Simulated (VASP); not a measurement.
Write the native input for VASP 6.6.1 that does the following.

* Task: single point
* Functional: r2SCAN
* Potentials or basis: VASP PAW PBE potentials, release 64 (Ti_sv, C)
* Cutoff: 520 eV
* k mesh: 16 × 16 × 16
* Occupations: gaussian, width 0.1 eV
* Spin: no spin polarisation
* Dipole correction: no
* Further INCAR settings: ALGO = Normal; EDIFF = 1e-07; NBANDS = 15

Crystal: TiC.

```
Ti C
1.0
     0.00000    2.14668    2.14668
     2.14668    0.00000    2.14668
     2.14668    2.14668    0.00000
Ti C
1 1
Direct
  0.00000 0.00000 0.00000
  0.50000 0.50000 0.50000
```

These files were run (other wordings do the same):

POSCAR

```
TiC
1.0
    0.0000000000      2.1466778518      2.1466778518
    2.1466778518      0.0000000000      2.1466778518
    2.1466778518      2.1466778518      0.0000000000
Ti C
1 1
Direct
    0.0000000000      0.0000000000      0.0000000000
    0.5000000000      0.5000000000      0.5000000000
```

INCAR.step1

```
PREC = Accurate
ENCUT = 520
ISMEAR = 0
SIGMA = 0.1
LREAL = F
LASPH = T
NELM = 80
NBANDS = 15
GGA = PE
ALGO = Normal
EDIFF = 1E-4
LWAVE = T
LCHARG = F
```

INCAR.step2

```
PREC = Accurate
ENCUT = 520
EDIFF = 1E-7
ISMEAR = 0
SIGMA = 0.1
LREAL = F
LASPH = T
NELM = 80
ALGO = Normal
ISIF = 2
LWAVE = F
LCHARG = F
METAGGA = R2SCAN
LMIXTAU = T
NBANDS = 15
ISTART = 1
```

KPOINTS

```
Automatic mesh
0
Gamma
  16 16 16
```

Potentials or basis: VASP PAW PBE potentials, release 64 (Ti_sv, C).

Run with:

```console
$ cat potpaw_PBE.64/Ti_sv/POTCAR potpaw_PBE.64/C/POTCAR > POTCAR
$ cp INCAR.step1 INCAR
$ mpirun -np 1 vasp_std > vasp.out
$ cp INCAR.step2 INCAR
$ mpirun -np 1 vasp_std > vasp.out
```

It gave:

| Property | Result |
| --- | --- |
| Pressure | 7.6 GPa |
| Band gap on the k mesh | zero (band 8 reaches 10.68 eV, above the bottom of band 9 at 9.35 eV) |

Caveat: the PAW data sets were made with another functional, which shifts forces and pressure a little.

Wall time 2 min on 1 thread of Intel(R) Xeon(R) Platinum 8259CL CPU @ 2.50GHz (Skylake/Cascade Lake), with other jobs on the host, peak memory 0.18 GiB.
